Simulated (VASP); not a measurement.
# FePt (P4/mmm) in VASP: notebook

FePt is run at these levels: PBEsol, LDA; tasks: elastic constants, vibrations by perturbation theory.

Everything below comes from runs of VASP 6.6.1. Logs are shortened: lines on timing, memory, paths and dates and some standing lists are left out, and cuts for length are marked.

### 1 The cell of the first run

The structure is tetragonal, space group P4/mmm (No. 123). The conventional cell has a = 2.724 Å, b = 2.724 Å, c = 3.720 Å, α = 90.00°, β = 90.00°, γ = 90.00°. Within 3.5 Å of Pt (site symmetry 4/mmm) lie 8 Fe at 2.68 Å and 4 Pt at 2.72 Å. Fe (site symmetry 4/mmm) has 8 Pt at 2.68 Å and 4 Fe at 2.72 Å within 3.5 Å.

### 2 Elastic constants, PBEsol, collinear spin, ferromagnetic start

Input file INCAR:

```
SYSTEM = FePt
PREC = Accurate
ENCUT = 600
EDIFF = 1E-8
ISMEAR = -1
SIGMA = 0.05
LREAL = .FALSE.
LASPH = .TRUE.
NELM = 150
ALGO = Fast
ISIF = 3
LWAVE = .FALSE.
LCHARG = .FALSE.
ISPIN = 2
MAGMOM = 0 3
LORBIT = 11
LMAXMIX = 4
GGA = PS
NBANDS = 20
IBRION = 6
NFREE = 2
POTIM = 0.015
NSW = 1
```

Input file KPOINTS:

```
Automatic mesh
0
G
  7 7 5
  0 0 0
```

Input file POSCAR:

```
FePt
1.0
    2.7235000000      0.0000000000      0.0000000000
    0.0000000000      2.7235000000      0.0000000000
    0.0000000000      0.0000000000      3.7200000000
Pt Fe
1 1
Direct
    0.5000000000      0.5000000000      0.5000000000
    0.0000000000      0.0000000000      0.0000000000
```

Potentials or basis: VASP PAW PBE potentials, release 64 (Pt, Fe).

The run is started by

```bash
cat potpaw_PBE.64/Pt/POTCAR potpaw_PBE.64/Fe/POTCAR > POTCAR
mpirun -np 1 vasp_std > vasp.out
```

OUTCAR:

```text
SYSTEM = FePt
   PREC = Accurate
   ENCUT = 600
   EDIFF = 1E-8
   ISMEAR = -1
   LREAL = .FALSE.
   LASPH = .TRUE.
   NELM = 150
   ISIF = 3
   ISPIN = 2
   LORBIT = 11
   GGA = PS
   IBRION = 6
   NFREE = 2
   POTIM = 0.015
   NSW = 1

 ion  position               nearest neighbor table
   1  0.500  0.500  0.500-   2 2.68   2 2.68   2 2.68   2 2.68   2 2.68   2 2.68   2 2.68   2 2.68

   2  0.000  0.000  0.000-   1 2.68   1 2.68   1 2.68   1 2.68   1 2.68   1 2.68   1 2.68   1 2.68

  LATTYP: Found a simple tetragonal cell.
 ALAT       =     2.7235000000
 C/A-ratio  =     1.3658894804

  Lattice vectors:

 A1 = (   2.7235000000,   0.0000000000,   0.0000000000)
 A2 = (   0.0000000000,   2.7235000000,   0.0000000000)
 A3 = (   0.0000000000,   0.0000000000,   3.7200000000)

Analysis of symmetry for initial positions (statically):
=====================================================================
 Subroutine PRICEL returns:
 Original cell was already a primitive cell.

 Routine SETGRP: Setting up the symmetry group for a
 simple tetragonal supercell.

 Subroutine GETGRP returns: Found 16 space group operations
 (whereof 16 operations were pure point group operations)
 out of a pool of 16 trial point group operations.

The static configuration has the point symmetry D_4h.

Analysis of symmetry for dynamics (positions and initial velocities):
=====================================================================
 Subroutine PRICEL returns:
 Original cell was already a primitive cell.

 Routine SETGRP: Setting up the symmetry group for a
 simple tetragonal supercell.

 Subroutine GETGRP returns: Found 16 space group operations
 (whereof 16 operations were pure point group operations)
 out of a pool of 16 trial point group operations.

The dynamic configuration has the point symmetry D_4h.

Analysis of structural, dynamic, and magnetic symmetry:
=====================================================================
 Subroutine PRICEL returns:
 Original cell was already a primitive cell.

 Routine SETGRP: Setting up the symmetry group for a
 simple tetragonal supercell.

 Subroutine GETGRP returns: Found 16 space group operations
 (whereof 16 operations were pure point group operations)
 out of a pool of 16 trial point group operations.

The overall configuration has the point symmetry D_4h.

 Subroutine INISYM returns: Found 16 space group operations
 (whereof 16 operations are pure point group operations),
 and found     1 'primitive' translations

----------------------------------------------------------------------------------------

                                     Primitive cell

  volume of cell :      27.5929

  direct lattice vectors                    reciprocal lattice vectors
     2.723500000  0.000000000  0.000000000     0.367174592  0.000000000  0.000000000
     0.000000000  2.723500000  0.000000000     0.000000000  0.367174592  0.000000000
     0.000000000  0.000000000  3.720000000     0.000000000  0.000000000  0.268817204

  length of vectors
     2.723500000  2.723500000  3.720000000     0.367174592  0.367174592  0.268817204

  position of ions in fractional coordinates (direct lattice)
     0.500000000  0.500000000  0.500000000
     0.000000000  0.000000000  0.000000000

  ion indices of the primitive-cell ions
   primitive index   ion index
                 1           1
                 2           2

----------------------------------------------------------------------------------------

 KPOINTS: Automatic mesh

Automatic generation of k-mesh.
 Grid dimensions read from file:
 generate k-points for:    7    7    5

 Generating k-lattice:

  Cartesian coordinates                     Fractional coordinates (reciprocal lattice)
     0.052453513  0.000000000  0.000000000     0.142857143  0.000000000  0.000000000
     0.000000000  0.052453513  0.000000000     0.000000000  0.142857143  0.000000000
     0.000000000  0.000000000  0.053763441     0.000000000  0.000000000  0.200000000

  Length of vectors
     0.052453513  0.052453513  0.053763441

  Shift w.r.t. Gamma in fractional coordinates (k-lattice)
     0.000000000  0.000000000  0.000000000

 Subroutine IBZKPT returns following result:
 ===========================================
[... 67 lines left out ...]
     AMIX     =   0.40;   BMIX     =  1.00
     AMIX_MAG =   1.60;   BMIX_MAG =  1.00
  volume/ion in A,a.u.               =      13.80        93.10
  Fermi-wavevector in a.u.,A,eV,Ry     =   1.419819  2.683070 27.427809  2.015887
  Thomas-Fermi vector in A             =   2.540800
   LORBIT       =     11    0 simple, 1 ext, 2 COOP (PROOUT), +10 PAW based schemes
   GGA     = PS    functional components
   LHFCALC =     F    Hartree Fock is set to
   AEXX    =    0.0000 exact exchange contribution
   IVDW    =     0    specifies the selected vdW correction
   LEPSILON=     F    determine dielectric tensor
   LRPA    =     F    only Hartree local field effects (RPA)
 finite differences with symmetry
 spin polarized calculation
 RMM-DIIS sequential band-by-band and
  energy-cutoff  :      600.00
  volume of cell :       27.59
 maximum number of plane-waves:       935
 NGX is ok and might be reduce to    24
   NGX = 11   NGY = 11   NGZ = 15

--------------------------------------- Ionic step        1  -------------------------------------------

 number of electron      18.0000002 magnetization       3.2623698

 Free energy of the ion-electron system (eV)
  ---------------------------------------------------
  ext. energy  EPLUGINS =         0.00000000
  ---------------------------------------------------
  free energy    TOTEN  =       -16.25917578 eV

  energy without entropy =      -16.24451558  energy(sigma->0) =      -16.25184568

------------------------ aborting loop because EDIFF is reached ----------------------------------------

  FORCE on cell =-STRESS in cart. coord.  units (eV):
  Direction    XX          YY          ZZ          XY          YZ          ZX
  --------------------------------------------------------------------------------------
  -------------------------------------------------------------------------------------
  Total       -1.0852603     -1.0852603     -0.8994065      0.0000000     -0.0000000     -0.0000000
  in kB      -63.0154126    -63.0154126    -52.2238499      0.0000000     -0.0000000     -0.0000000
  external PRESSURE =     -59.4182250 kB  Pullay stress =       0.0000000 kB
[... 89 lines left out ...]
  FREE ENERGIE OF THE ION-ELECTRON SYSTEM (eV)
  ---------------------------------------------------
  free  energy   TOTEN  =       -16.2691351999 eV

  energy  without entropy=      -16.2563245403  energy(sigma->0) =      -16.26272987

[... ionic steps 4 to 18 ...]

--------------------------------------- Ionic step       19  -------------------------------------------

 number of electron      18.0000003 magnetization       3.2623505

------------------------ aborting loop because EDIFF is reached ----------------------------------------
[... 67 lines left out ...]
--------------------------------------- Ionic step       21  -------------------------------------------

 number of electron      17.9999997 magnetization       3.2621358

 Free energy of the ion-electron system (eV)
  ---------------------------------------------------
  ext. energy  EPLUGINS =         0.00000000
  ---------------------------------------------------
  free energy    TOTEN  =       -16.25826090 eV

  energy without entropy =      -16.24357915  energy(sigma->0) =      -16.25092003

 E-fermi :   8.5181     XC(G=0): -13.2057

 val. band max:        8.4982140229   @ k =   0.1429   0.1429   0.0000
 cond. band min:       8.5216200245   @ k =   0.4286   0.4286   0.2000
 fundamental gap:      0.0234060016
 Fermi energy:         8.5181431076

 spin component 1

 k-point     1 :       0.0000    0.0000    0.0000
  band No.  band energies     occupation
      1      -1.1362      1.00000
      2       2.1693      1.00000
      3       2.3351      1.00000
      4       5.0961      1.00000
      5       5.0961      1.00000
      6       5.6496      1.00000
[... 541 lines left out ...]
     19      29.6831      0.00000
     20      30.3803      0.00000

 [... further k-points ...]

 spin component 2

 k-point     1 :       0.0000    0.0000    0.0000
  band No.  band energies     occupation
      1      -0.9615      1.00000
      2       2.6963      1.00000
      3       2.7292      1.00000
      4       6.1601      1.00000
      5       6.1601      1.00000
      6       7.7545      1.00000
[... 572 lines left out ...]
  FREE ENERGIE OF THE ION-ELECTRON SYSTEM (eV)
  ---------------------------------------------------
  free  energy   TOTEN  =       -16.2582609035 eV

  energy  without entropy=      -16.2435791500  energy(sigma->0) =      -16.25092003

 INTERNAL STRAIN TENSORS FROM STRAINED CELLS
 ============================================

 INTERNAL STRAIN TENSOR FOR ION    1 for displacements in x,y,z  (eV/Angst):
          X           Y           Z          XY          YZ          ZX
  --------------------------------------------------------------------------------
  x     0.00000     0.00000     0.00000     0.00000     0.00000    -0.00000
  y     0.00000     0.00000     0.00000     0.00000     0.00000     0.00000
  z     0.00000     0.00000     0.00000     0.00000     0.00000     0.00000

 INTERNAL STRAIN TENSORS FROM DISPLACED ATOMS
 ============================================

 INTERNAL STRAIN TENSOR FOR ION    1 for displacements in x,y,z  (eV/Angst):
          X           Y           Z          XY          YZ          ZX
  --------------------------------------------------------------------------------
  x     0.00000     0.00000     0.00000     0.00000     0.00000     0.00000
  y     0.00000     0.00000     0.00000     0.00000     0.00000     0.00000
  z     0.00000     0.00000     0.00000     0.00000     0.00000     0.00000

 INTERNAL STRAIN TENSOR FOR ION    2 for displacements in x,y,z  (eV/Angst):
          X           Y           Z          XY          YZ          ZX
  --------------------------------------------------------------------------------
  x     0.00000     0.00000     0.00000     0.00000     0.00000     0.00000
  y     0.00000     0.00000     0.00000     0.00000     0.00000     0.00000
  z     0.00000     0.00000     0.00000     0.00000     0.00000     0.00000

 Eigenvectors and eigenvalues of the dynamical matrix
 ----------------------------------------------------

   1 f  =    6.756222 THz    42.450594 2PiTHz  225.363302 cm-1    27.941476 meV
             X         Y         Z           dx          dy          dz
      1.361750  1.361750  1.860000     0.000000    0.000000   -0.471697
      0.000000  0.000000  0.000000    -0.000000   -0.000000    0.881760
[... 21 lines left out ...]
   6 f/i=    0.001220 THz     0.007665 2PiTHz    0.040691 cm-1     0.005045 meV
             X         Y         Z           dx          dy          dz
      1.361750  1.361750  1.860000    -0.880305   -0.047802    0.000000
      0.000000  0.000000  0.000000    -0.471299   -0.025592    0.000000

--------------------------------------------------------------------------------------------------------

 ELASTIC MODULI CONTR FROM IONIC RELAXATION (kBar)
 Direction    XX          YY          ZZ          XY          YZ          ZX
 --------------------------------------------------------------------------------
 XX           0.0000      0.0000      0.0000      0.0000      0.0000      0.0000
 YY           0.0000      0.0000      0.0000      0.0000      0.0000      0.0000
 ZZ           0.0000      0.0000      0.0000      0.0000      0.0000      0.0000
 XY           0.0000      0.0000      0.0000      0.0000      0.0000      0.0000
 YZ           0.0000      0.0000      0.0000      0.0000      0.0000      0.0000
 ZX           0.0000      0.0000      0.0000      0.0000      0.0000      0.0000
 --------------------------------------------------------------------------------

 TOTAL ELASTIC MODULI (kBar)
 Direction    XX          YY          ZZ          XY          YZ          ZX
 --------------------------------------------------------------------------------
 XX        3201.8852    559.3374   1896.0472      0.0000     -0.0000      0.0000
 YY         559.3374   3201.8852   1896.0472      0.0000      0.0000      0.0000
 ZZ        1896.0472   1896.0472   3033.4647      0.0000      0.0000      0.0000
 XY           0.0000      0.0000      0.0000    691.3777      0.0000      0.0000
 YZ          -0.0000      0.0000      0.0000      0.0000   1254.9345      0.0000
 ZX           0.0000      0.0000      0.0000      0.0000      0.0000   1254.9337
 --------------------------------------------------------------------------------

 total charge

# of ion       s       p       d       tot
------------------------------------------
    1        0.707   0.664   8.044   9.415
    2        0.414   0.454   6.127   6.995
--------------------------------------------------
tot          1.121   1.118  14.171  16.410

 magnetization (x)

# of ion       s       p       d       tot
------------------------------------------
    1       -0.026  -0.064   0.405   0.315
    2        0.005  -0.007   2.919   2.917
--------------------------------------------------
tot         -0.021  -0.071   3.324   3.232
```

It took 7.8 min on 1 thread of Intel Xeon 6975P-C (Granite Rapids), shared host; peak memory 0.27 GiB.

What came out:

| Property | Result |
| --- | --- |
| Net moment | 3.26 μB per cell |
| Site moments | Pt +0.32; Fe +2.92 μB |
| Valence electrons inside the program's atomic spheres | Pt 9.41; Fe 7.00 |
| Voigt bulk modulus | 202 GPa |
| Highest phonon frequency at Γ | 225 cm⁻¹ |

Phonon frequencies in cm⁻¹ (negative: imaginary):
| q point | frequencies |
| --- | --- |
| (0.000, 0.000, 0.000) | 0 0 0 158 158 225 |

Elastic tensor in Voigt notation (GPa, in the Cartesian axes of the cell as first typed):
```
320  56 190   0   0   0
 56 320 190   0   0   0
190 190 303   0   0   0
  0   0   0 125   0   0
  0   0   0   0 125   0
  0   0   0   0   0  69
```

Clamped-ion elastic tensor (GPa):
```
320  56 190   0   0   0
 56 320 190   0   0   0
190 190 303   0   0   0
  0   0   0 125   0   0
  0   0   0   0 125   0
  0   0   0   0   0  69
```

Caveat: the cell is under stress, which shifts elastic constants; the PAW data sets were made with another functional, which shifts forces and pressure a little; spin-orbit coupling is left out, which moves the levels of the heavy elements.

(Continued in part 2 of 2.)
